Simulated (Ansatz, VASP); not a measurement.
Cu2H3: VASP beside Ansatz

The input INCAR:

```
PREC = Accurate
ENCUT = 600
EDIFF = 1E-7
ISMEAR = 0
SIGMA = 0.1
LREAL = False
LASPH = True
NELM = 80
ALGO = Normal
ISIF = 3
LWAVE = False
LCHARG = False
GGA = PE
IBRION = 2
NSW = 90
EDIFFG = -0.04
```

File KPOINTS:

```
Automatic mesh
0
Gamma
  6 6 4
```

Contents of POSCAR:

```
Cu2H3
1.0
    3.6026154000      0.0000000000      0.0000000000
    0.0000000000      3.6026154000      0.0000000000
    0.0000000000      0.0000000000      4.6011904200
Cu H
2 3
Direct
    0.0000000000      0.5000000000      0.5000000000
    0.5000000000      0.0000000000      0.5000000000
    0.0000000000      0.5000000000      0.0000000000
    0.5000000000      0.0000000000      0.0000000000
    0.5000000000      0.5000000000      0.5000000000
```

Input for Ansatz:

```yaml
crystal:
  lattice:
    - [3.6026154, 0.0, 0.0]
    - [0.0, 3.6026154, 0.0]
    - [0.0, 0.0, 4.60119042]
  atoms:
    - { symbol: Cu, position: [0.0, 0.5, 0.5] }
    - { symbol: Cu, position: [0.5, 0.0, 0.5] }
    - { symbol: H, position: [0.0, 0.5, 0.0] }
    - { symbol: H, position: [0.5, 0.0, 0.0] }
    - { symbol: H, position: [0.5, 0.5, 0.5] }
basis:
  ecutwfc: 420
kpoints:
  mp_grid: { grid: [6, 6, 4] }
hamiltonian:
  xc: pbe
scf:
  occupations: { method: gaussian, width: 0.1 }
  lower_state_search: "off"
output:
  forces: true
  stress: true
  eigenvalues: true
relax:
  adjacent_minimum: "off"
  f_tol: 0.04
  max_steps: 70
  cell: { stress_tol: 0.4 }
```

Alike in both runs: task relaxation of cell and atoms; functional PBE; k mesh 6 × 6 × 4; occupations gaussian, width 0.1 eV; no spin polarisation.

|  | VASP | Ansatz |
| --- | --- | --- |
| version | VASP 6.6.1 | Ansatz 0.2.0 |
| potentials or method | VASP PAW PBE potentials, release 64 (Cu, H), cutoff 600 eV | scalar-relativistic, plane waves, PAW |
| valence electrons in the cell | 25 | 41 |

```tsv
	VASP	Ansatz	Ansatz less VASP
gap on the k mesh at the Fermi level, each at its own relaxed structure (eV)	none	none	-
relaxed volume (Å³/atom)	8.70	8.70	+0.001
relaxed length of the cell vector where the two differ most in proportion (Å)	3.162	3.155	-0.0071
```

A gap of «none» marks a metal or a gap that the smearing closes. VASP's potentials hold 25 valence electrons a cell and Ansatz's 41, so a difference there can come from the potentials and not from the codes.

Noted on VASP's run: the volume moved by over 15 % at a fixed basis, so the end points are rough.
